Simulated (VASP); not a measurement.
## SrO: relaxation of cell and atoms with r2SCAN

SrO:

```
Sr O
1.0
     3.55329    0.00000    0.00000
    -1.77664    3.07724    0.00000
     0.00000    0.00000    6.21730
Sr O
2 2
Cartesian
  0.0000 2.0515 1.5543
  1.7766 1.0257 4.6630
  0.0000 0.0000 0.0000
  0.0000 0.0000 3.1087
```

| Quantity | Value |
| --- | --- |
| Program | VASP 6.6.1 |
| Task | relaxation of cell and atoms |
| Functional | r2SCAN |
| Potentials or basis | VASP PAW PBE potentials, release 64 (Sr_sv, O) |
| Cutoff | 600 eV |
| k mesh | 9 × 9 × 4 |
| Occupations | gaussian, width 0.02 eV |
| Spin | no spin polarisation |
| Dipole correction | no |
| Further INCAR settings | ALGO = Normal; EDIFF = 1e-07; IBRION = 2; EDIFFG = -0.002; NSW = 100; ISIF = 3 |

| Property | Result |
| --- | --- |
| Relaxed volume | 17.00 Å³/atom |
| Relaxed cell | a = 3.554 Å, b = 3.554 Å, c = 6.218 Å, α = 90.00°, β = 90.00°, γ = 120.00° |
| Space group after relaxing (to 0.1 Å) | P6_3/mmc (No. 194) |
| Energy gained by relaxing | 0.0 meV/atom |
| Ionic steps | 2 |
| Pressure after relaxing | 0.0 GPa |
| Band gap on the k mesh | 3.52 eV (least direct gap 3.66 eV) |

Final structure:
```xyz
4
Lattice="3.5539 0.0000 0.0000 -1.7769 3.0777 0.0000 0.0000 0.0000 6.2179" Properties=species:S:1:pos:R:3 pbc="T T T"
Sr    0.0000    2.0518    1.5545
Sr    1.7769    1.0259    4.6634
O     1.7769    3.0777    0.0000
O     1.7769    3.0777    3.1089
```

Levels at points of the mesh, in eV from the valence-band top:
| k point | band 14 | band 15 | band 16 | band 17 | band 18 | band 19 |
| --- | --- | --- | --- | --- | --- | --- |
| (0.00, 0.00, 0.00) | -0.79 | -0.79 | 0.00 | 3.66 | 5.44 | 5.68 |
| (0.00, 0.00, 0.50) | -0.94 | -0.94 | -0.94 | 5.17 | 5.17 | 6.54 |

It took 5.4 min on 1 thread of Intel(R) Xeon(R) Platinum 8259CL CPU @ 2.50GHz (Skylake/Cascade Lake), with other jobs on the host, peak memory 0.24 GiB.

Caveat: the PAW data sets were made with another functional, which shifts forces and pressure a little. A k mesh can miss the band edges.
